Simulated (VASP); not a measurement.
# Sb (P4/mmm) in VASP: a series of runs

The runs below take Sb through single point, with PBEsol.

Everything below comes from runs of VASP 6.6.1. Logs are shortened: lines on timing, memory, paths and dates and some standing lists are left out, and cuts for length are marked.

## 1. The cell of the first run

It takes space group P4/mmm (No. 123, tetragonal). The conventional cell has a = 3.160 Å, b = 3.160 Å, c = 3.097 Å, α = 90.00°, β = 90.00°, γ = 90.00°. Within 4.1 Å of Sb (site symmetry 4/mmm) lie 6 Sb at 3.10 to 3.16 Å.

## 2. Single point, PBEsol (strain -0.0200 x Voigt [1, 0, 0, 0, 0, 0])

Contents of INCAR:

```
SYSTEM = Sb
  ALGO = Normal
  EDIFF = 1E-6
  ENCUT = 520
  GGA = PS
  ISIF = 2
  ISMEAR = 0
  LASPH = .True.
  LCHARG = .False.
  LREAL = .False.
  LWAVE = .False.
  NBANDS = 8
  NELM = 100
  PREC = Accurate
  SIGMA = 0.15
```

Contents of KPOINTS:

```
k-points
0
Gamma
  16 16 16
  0 0 0
```

Contents of POSCAR:

```
Sb
1.0
    3.0968000000      0.0000000000      0.0000000000
    0.0000000000      3.1600000000      0.0000000000
    0.0000000000      0.0000000000      3.1600000000
Sb
1
Direct
    0.0000000000      0.0000000000      0.0000000000
```

Potentials or basis: VASP PAW PBE potentials, release 64 (Sb).

Command:

```bash
$ cat potpaw_PBE.64/Sb/POTCAR > POTCAR
$ mpirun -np 1 vasp_std > vasp.out
```

OUTCAR:

```text
SYSTEM = Sb
   EDIFF = 1E-6
   ENCUT = 520
   GGA = PS
   ISIF = 2
   ISMEAR = 0
   LASPH = .True.
   LREAL = .False.
   NELM = 100
   PREC = Accurate

 ion  position               nearest neighbor table
   1  0.000  0.000  0.000-

  LATTYP: Found a simple tetragonal cell.
 ALAT       =     3.1600000000
 C/A-ratio  =     0.9800000000

  Lattice vectors:

 A1 = (   0.0000000000,   3.1600000000,   0.0000000000)
 A2 = (   0.0000000000,   0.0000000000,   3.1600000000)
 A3 = (   3.0968000000,   0.0000000000,   0.0000000000)

Analysis of symmetry for initial positions (statically):
=====================================================================
 Subroutine PRICEL returns:
 Original cell was already a primitive cell.

 Routine SETGRP: Setting up the symmetry group for a
 simple tetragonal supercell.

 Subroutine GETGRP returns: Found 16 space group operations
 (whereof 16 operations were pure point group operations)
 out of a pool of 16 trial point group operations.

The static configuration has the point symmetry D_4h.

Analysis of symmetry for dynamics (positions and initial velocities):
=====================================================================
 Subroutine PRICEL returns:
 Original cell was already a primitive cell.

 Routine SETGRP: Setting up the symmetry group for a
 simple tetragonal supercell.

 Subroutine GETGRP returns: Found 16 space group operations
 (whereof 16 operations were pure point group operations)
 out of a pool of 16 trial point group operations.

The dynamic configuration has the point symmetry D_4h.

 Subroutine INISYM returns: Found 16 space group operations
 (whereof 16 operations are pure point group operations),
 and found     1 'primitive' translations

----------------------------------------------------------------------------------------

                                     Primitive cell

  volume of cell :      30.9234

  direct lattice vectors                    reciprocal lattice vectors
     3.096800000  0.000000000  0.000000000     0.322913976  0.000000000  0.000000000
     0.000000000  3.160000000  0.000000000     0.000000000  0.316455696  0.000000000
     0.000000000  0.000000000  3.160000000     0.000000000  0.000000000  0.316455696

  length of vectors
     3.096800000  3.160000000  3.160000000     0.322913976  0.316455696  0.316455696

  position of ions in fractional coordinates (direct lattice)
     0.000000000  0.000000000  0.000000000
[... 77 lines left out ...]
   LREAL  =      F    real-space projection
   EDIFFG = 0.1E-04   stopping-criterion for IOM
   NSW    =      0    number of steps for IOM
   IBRION =     -1    ionic relax: 0-MD 1-quasi-New 2-CG
   NFREE  =      0    steps in history (QN), initial steepest desc. (CG)
   ISIF   =      2    stress and relaxation
   ISYM   =      2    0-nonsym 1-usesym 2-fastsym
   POTIM  = 0.5000    time-step for ionic-motion
   TEBEG  =    0.0;   TEEND  =   0.0 temperature during run
   PSTRESS=    0.0 pullay stress
   NELECT =       5.0000    total number of electrons
   NUPDOWN=      -1.0000    fix difference up-down
   EMIN   =  10.00;   EMAX   =-10.00  energy-range for DOS
   EFERMI =   0.00;   METHOD = LEGACY
   ISMEAR =     0;   SIGMA  =   0.15  broadening in eV -4-tet -1-fermi 0-gaus
   EFERMI_NEDOS =   21; number of points for ismear=-14 and -15
   IALGO  =     38    algorithm
   IMIX   =      4    mixing-type and parameters
     AMIX     =   0.40;   BMIX     =  1.00
     AMIX_MAG =   1.60;   BMIX_MAG =  1.00
  volume/ion in A,a.u.               =      30.92       208.68
  Fermi-wavevector in a.u.,A,eV,Ry     =   0.891872  1.685393 10.822552  0.795435
  Thomas-Fermi vector in A             =   2.013748
   LORBIT       =      0    0 simple, 1 ext, 2 COOP (PROOUT), +10 PAW based schemes
   GGA     = PS    functional components
   LHFCALC =     F    Hartree Fock is set to
   AEXX    =    0.0000 exact exchange contribution
   IVDW    =     0    specifies the selected vdW correction
   LEPSILON=     F    determine dielectric tensor
   LRPA    =     F    only Hartree local field effects (RPA)
 non-spin polarized calculation
 Gauss-broadening in eV      SIGMA  =   0.15
  energy-cutoff  :      520.00
  volume of cell :       30.92
 maximum number of plane-waves:       860
 NGX is ok and might be reduce to    24
   NGX = 11   NGY = 11   NGZ = 11

 number of electron       5.0000000 magnetization

 Free energy of the ion-electron system (eV)
  ---------------------------------------------------
  ext. energy  EPLUGINS =         0.00000000
  ---------------------------------------------------
  free energy    TOTEN  =        -4.50403771 eV

  energy without entropy =       -4.49839649  energy(sigma->0) =       -4.50121710

 E-fermi :   6.5308     XC(G=0):  -9.6028

 val. band max:        6.5223264573   @ k =   0.3125   0.3750   0.3125
 cond. band min:       6.5355552893   @ k =   0.1875   0.1250   0.0625
 fundamental gap:      0.0132288321
 Fermi energy:         6.5308428421

 k-point     1 :       0.0000    0.0000    0.0000
  band No.  band energies     occupation
      1      -5.5909      2.00000
      2       9.5276      0.00000
      3       9.5276      0.00000
      4      10.0807      0.00000
      5      13.3287      0.00000
      6      13.5030      0.00000
      7      14.5437      0.00000
      8      23.8801      0.00000
[... 243 lines left out ...]
 k-point    24 :       0.3125    0.1250    0.0000
  band No.  band energies     occupation
      1      -4.0288      2.00000
      2       3.6446      2.00000
      3       8.7214      0.00000
      4      10.9630      0.00000
      5      14.8920      0.00000
      6      16.0038      0.00000
      7      17.7656      0.00000
      8      19.4535      0.00000

 [... further k-points ...]

------------------------ aborting loop because EDIFF is reached ----------------------------------------

  FORCE on cell =-STRESS in cart. coord.  units (eV):
  Direction    XX          YY          ZZ          XY          YZ          ZX
  --------------------------------------------------------------------------------------
  -------------------------------------------------------------------------------------
  Total       -0.5380849     -0.8775085     -0.8775085      0.0000000      0.0000000     -0.0000000
  in kB      -27.8787988    -45.4647271    -45.4647271      0.0000000      0.0000000     -0.0000000
  external PRESSURE =     -39.6027510 kB  Pullay stress =       0.0000000 kB

 VOLUME and BASIS-vectors are now :
 -----------------------------------------------------------------------------
  energy-cutoff  :      520.00
  volume of cell :       30.92
      direct lattice vectors                 reciprocal lattice vectors
     3.096800000  0.000000000  0.000000000     0.322913976  0.000000000  0.000000000
     0.000000000  3.160000000  0.000000000     0.000000000  0.316455696  0.000000000
     0.000000000  0.000000000  3.160000000     0.000000000  0.000000000  0.316455696

 POSITION                                       TOTAL-FORCE (eV/Angst)
 -----------------------------------------------------------------------------------
      0.00000      0.00000      0.00000         0.000000      0.000000      0.000000
 -----------------------------------------------------------------------------------
    total drift:                               -0.000000      0.000000      0.000000

  FREE ENERGIE OF THE ION-ELECTRON SYSTEM (eV)
  ---------------------------------------------------
  free  energy   TOTEN  =        -4.5040377102 eV

  energy  without entropy=       -4.4983964859  energy(sigma->0) =       -4.50121710
```

stdout:

```text
POSCAR found type information on POSCAR Sb
 POSCAR found :  1 types and       1 ions
 scaLAPACK will be used
 -----------------------------------------------------------------------------
|                                                                             |
|                                                                             |
|     You enforced a specific xc type in the INCAR file but a different       |
|     I HOPE YOU KNOW WHAT YOU ARE DOING!                                     |
|                                                                             |
 -----------------------------------------------------------------------------

 LDA part: xc-table for (Slater+PW92), standard interpolation
 POSCAR, INCAR and KPOINTS ok, starting setup
 FFT: planning ... GRIDC
 FFT: planning ... GRID_SOFT
 FFT: planning ... GRID
 WAVECAR not read
 entering main loop
```

Wall time 40 s (1 thread of Intel Xeon 8259CL, shared host); peak memory 0.22 GiB.

What came out:

```yaml
Free_energy: -4.5040 eV
Pressure: -4.0 GPa
```

Stress tensor (GPa, compression positive):
```
-2.79  0.00  0.00
 0.00 -4.55  0.00
 0.00  0.00 -4.55
```

Caveat: the cell differs from its parent crystal (strain -0.0200 x Voigt [1, 0, 0, 0, 0, 0]); the PAW data sets were made with another functional, which shifts forces and pressure a little; spin-orbit coupling is left out, which moves the levels of the heavy elements.

## 3. Single point, PBEsol (strain -0.0150 x Voigt [1, 0, 0, 0, 0, 0])

Contents of INCAR:

```
ALGO = Normal
EDIFF = 1E-7
ENCUT = 520
GGA = PS
ISIF = 2
ISMEAR = 0
LASPH = True
LCHARG = False
LREAL = False
LWAVE = False
NBANDS = 8
NELM = 100
PREC = Accurate
SIGMA = 0.15
```

Contents of KPOINTS:

```
k-points
0
Gamma
  16 16 16
```

POSCAR, as its differences from that of step 2:

```diff
@@ -2,3 +2,3 @@
 1.0
-    3.0968000000      0.0000000000      0.0000000000
+    3.1126000000      0.0000000000      0.0000000000
     0.0000000000      3.1600000000      0.0000000000
```

Potentials or basis: VASP PAW PBE potentials, release 64 (Sb).

Command:

```bash
$ cat potpaw_PBE.64/Sb/POTCAR > POTCAR
$ mpirun -np 1 vasp_std > vasp.out
```

OUTCAR:

```text
EDIFF = 1E-7
   ENCUT = 520
   GGA = PS
   ISIF = 2
   ISMEAR = 0
   LASPH = True
   LREAL = False
   NELM = 100
   PREC = Accurate

 ion  position               nearest neighbor table
   1  0.000  0.000  0.000-

  LATTYP: Found a simple tetragonal cell.
 ALAT       =     3.1600000000
 C/A-ratio  =     0.9850000000

  Lattice vectors:

 A1 = (   0.0000000000,   3.1600000000,   0.0000000000)
 A2 = (   0.0000000000,   0.0000000000,   3.1600000000)
 A3 = (   3.1126000000,   0.0000000000,   0.0000000000)

Analysis of symmetry for initial positions (statically):
=====================================================================
 Subroutine PRICEL returns:
 Original cell was already a primitive cell.

 Routine SETGRP: Setting up the symmetry group for a
 simple tetragonal supercell.

 Subroutine GETGRP returns: Found 16 space group operations
 (whereof 16 operations were pure point group operations)
 out of a pool of 16 trial point group operations.

The static configuration has the point symmetry D_4h.

Analysis of symmetry for dynamics (positions and initial velocities):
=====================================================================
 Subroutine PRICEL returns:
 Original cell was already a primitive cell.

 Routine SETGRP: Setting up the symmetry group for a
 simple tetragonal supercell.

 Subroutine GETGRP returns: Found 16 space group operations
 (whereof 16 operations were pure point group operations)
 out of a pool of 16 trial point group operations.

The dynamic configuration has the point symmetry D_4h.

 Subroutine INISYM returns: Found 16 space group operations
 (whereof 16 operations are pure point group operations),
 and found     1 'primitive' translations

----------------------------------------------------------------------------------------

                                     Primitive cell

  volume of cell :      31.0812

  direct lattice vectors                    reciprocal lattice vectors
     3.112600000  0.000000000  0.000000000     0.321274818  0.000000000  0.000000000
     0.000000000  3.160000000  0.000000000     0.000000000  0.316455696  0.000000000
     0.000000000  0.000000000  3.160000000     0.000000000  0.000000000  0.316455696

  length of vectors
     3.112600000  3.160000000  3.160000000     0.321274818  0.316455696  0.316455696

  position of ions in fractional coordinates (direct lattice)
     0.000000000  0.000000000  0.000000000

  ion indices of the primitive-cell ions
   primitive index   ion index
                 1           1

----------------------------------------------------------------------------------------

 KPOINTS: k-points

Automatic generation of k-mesh.
 Grid dimensions read from file:
 generate k-points for:   16   16   16

 Generating k-lattice:

  Cartesian coordinates                     Fractional coordinates (reciprocal lattice)
     0.020079676  0.000000000  0.000000000     0.062500000  0.000000000  0.000000000
     0.000000000  0.019778481  0.000000000     0.000000000  0.062500000  0.000000000
     0.000000000  0.000000000  0.019778481     0.000000000  0.000000000  0.062500000

  Length of vectors
     0.020079676  0.019778481  0.019778481

  Shift w.r.t. Gamma in fractional coordinates (k-lattice)
     0.000000000  0.000000000  0.000000000

 Subroutine IBZKPT returns following result:
 ===========================================

 Found    405 irreducible k-points:

 Following reciprocal coordinates:
            Coordinates               Weight
  0.000000  0.000000  0.000000      1.000000
  0.062500  0.000000  0.000000      2.000000
  0.125000  0.000000  0.000000      2.000000
  0.187500  0.000000  0.000000      2.000000
  0.250000  0.000000  0.000000      2.000000
  0.312500  0.000000  0.000000      2.000000
[... 16 lines left out ...]
  0.250000  0.125000  0.000000      8.000000
  0.312500  0.125000  0.000000      8.000000
 [... further k-points ...]
   k-points           NKPTS =    405   k-points in BZ     NKDIM =    405   number of bands    NBANDS=      8
   number of dos      NEDOS =    301   number of ions     NIONS =      1
   total plane-waves  NPLWV =  13824
   dimension x,y,z NGX =    24 NGY =   24 NGZ =   24
   dimension x,y,z NGXF=    48 NGYF=   48 NGZF=   48
   ions per type =               1
   NGX,Y,Z   is equivalent  to a cutoff of  12.82, 12.63, 12.63 a.u.
   NGXF,Y,Z  is equivalent  to a cutoff of  25.64, 25.25, 25.25 a.u.
 SYSTEM =  unknown system
   PREC   = accura    normal or accurate (medium, high low for compatibility)
   ISTART =      0    job   : 0-new  1-cont  2-samecut
   ICHARG =      2    charge: 1-file 2-atom 10-const
   ISPIN  =      1    spin polarized calculation?
   LNONCOLLINEAR =      F non collinear calculations
   LSORBIT =      F    spin-orbit coupling
   LASPH  =      T    aspherical Exc in radial PAW
   ENCUT  =  520.0 eV  38.22 Ry    6.18 a.u.   5.79  5.88  5.88*2*pi/ulx,y,z
   NELM   =    100;   NELMIN=  2; NELMDL= -5     # of ELM steps
   EDIFF  = 0.1E-06   stopping-criterion for ELM
   LREAL  =      F    real-space projection
   EDIFFG = 0.1E-05   stopping-criterion for IOM
   NSW    =      0    number of steps for IOM
   IBRION =     -1    ionic relax: 0-MD 1-quasi-New 2-CG
   NFREE  =      0    steps in history (QN), initial steepest desc. (CG)
   ISIF   =      2    stress and relaxation
   ISYM   =      2    0-nonsym 1-usesym 2-fastsym
   POTIM  = 0.5000    time-step for ionic-motion
   TEBEG  =    0.0;   TEEND  =   0.0 temperature during run
   PSTRESS=    0.0 pullay stress
   NELECT =       5.0000    total number of electrons
   NUPDOWN=      -1.0000    fix difference up-down
   EMIN   =  10.00;   EMAX   =-10.00  energy-range for DOS
   EFERMI =   0.00;   METHOD = LEGACY
   ISMEAR =     0;   SIGMA  =   0.15  broadening in eV -4-tet -1-fermi 0-gaus
   EFERMI_NEDOS =   21; number of points for ismear=-14 and -15
   IALGO  =     38    algorithm
   IMIX   =      4    mixing-type and parameters
     AMIX     =   0.40;   BMIX     =  1.00
     AMIX_MAG =   1.60;   BMIX_MAG =  1.00
  volume/ion in A,a.u.               =      31.08       209.75
  Fermi-wavevector in a.u.,A,eV,Ry     =   0.890360  1.682537 10.785897  0.792741
  Thomas-Fermi vector in A             =   2.012041
   LORBIT       =      0    0 simple, 1 ext, 2 COOP (PROOUT), +10 PAW based schemes
   GGA     = PS    functional components
   LHFCALC =     F    Hartree Fock is set to
   AEXX    =    0.0000 exact exchange contribution
   IVDW    =     0    specifies the selected vdW correction
   LEPSILON=     F    determine dielectric tensor
   LRPA    =     F    only Hartree local field effects (RPA)
 non-spin polarized calculation
 Gauss-broadening in eV      SIGMA  =   0.15
  energy-cutoff  :      520.00
  volume of cell :       31.08
 maximum number of plane-waves:       864
 NGX is ok and might be reduce to    24
   NGX = 11   NGY = 11   NGZ = 11

 number of electron       5.0000000 magnetization

 Free energy of the ion-electron system (eV)
  ---------------------------------------------------
  ext. energy  EPLUGINS =         0.00000000
  ---------------------------------------------------
  free energy    TOTEN  =        -4.50102512 eV

  energy without entropy =       -4.49543109  energy(sigma->0) =       -4.49822811

 E-fermi :   6.4692     XC(G=0):  -9.5818

 val. band max:        6.4509984729   @ k =   0.3125   0.3750   0.3125
 cond. band min:       6.4849418825   @ k =   0.1250   0.1875   0.1875
 fundamental gap:      0.0339434097
 Fermi energy:         6.4692081712

 k-point     1 :       0.0000    0.0000    0.0000
  band No.  band energies     occupation
      1      -5.6139      2.00000
      2       9.4999      0.00000
      3       9.4999      0.00000
      4       9.9103      0.00000
      5      13.2942      0.00000
      6      13.4377      0.00000
      7      14.4155      0.00000
      8      23.8348      0.00000
[... 243 lines left out ...]
 k-point    24 :       0.3125    0.1250    0.0000
  band No.  band energies     occupation
      1      -4.0784      2.00000
      2       3.5770      2.00000
      3       8.6668      0.00000
      4      10.9073      0.00000
      5      14.8468      0.00000
      6      15.9412      0.00000
      7      17.7067      0.00000
      8      19.3909      0.00000

 [... further k-points ...]

------------------------ aborting loop because EDIFF is reached ----------------------------------------

  FORCE on cell =-STRESS in cart. coord.  units (eV):
  Direction    XX          YY          ZZ          XY          YZ          ZX
  --------------------------------------------------------------------------------------
  -------------------------------------------------------------------------------------
  Total       -0.6452318     -0.9014035     -0.9014035      0.0000000      0.0000000      0.0000000
  in kB      -33.2605089    -46.4656832    -46.4656832      0.0000000      0.0000000      0.0000000
  external PRESSURE =     -42.0639584 kB  Pullay stress =       0.0000000 kB

 VOLUME and BASIS-vectors are now :
 -----------------------------------------------------------------------------
  energy-cutoff  :      520.00
  volume of cell :       31.08
      direct lattice vectors                 reciprocal lattice vectors
     3.112600000  0.000000000  0.000000000     0.321274818  0.000000000  0.000000000
     0.000000000  3.160000000  0.000000000     0.000000000  0.316455696  0.000000000
     0.000000000  0.000000000  3.160000000     0.000000000  0.000000000  0.316455696

 POSITION                                       TOTAL-FORCE (eV/Angst)
 -----------------------------------------------------------------------------------
      0.00000      0.00000      0.00000         0.000000      0.000000      0.000000
 -----------------------------------------------------------------------------------
    total drift:                               -0.000000     -0.000000      0.000000

  FREE ENERGIE OF THE ION-ELECTRON SYSTEM (eV)
  ---------------------------------------------------
  free  energy   TOTEN  =        -4.5010251174 eV

  energy  without entropy=       -4.4954310932  energy(sigma->0) =       -4.49822811
```

Wall time 62 s (1 thread of Intel Xeon 8259CL, shared host); peak memory 0.22 GiB.

What came out:

* Free energy: -4.5010 eV
* Pressure: -4.2 GPa

Caveat: the cell differs from its parent crystal (strain -0.0150 x Voigt [1, 0, 0, 0, 0, 0]); the PAW data sets were made with another functional, which shifts forces and pressure a little; spin-orbit coupling is left out, which moves the levels of the heavy elements.

(Continued in part 2 of 2.)
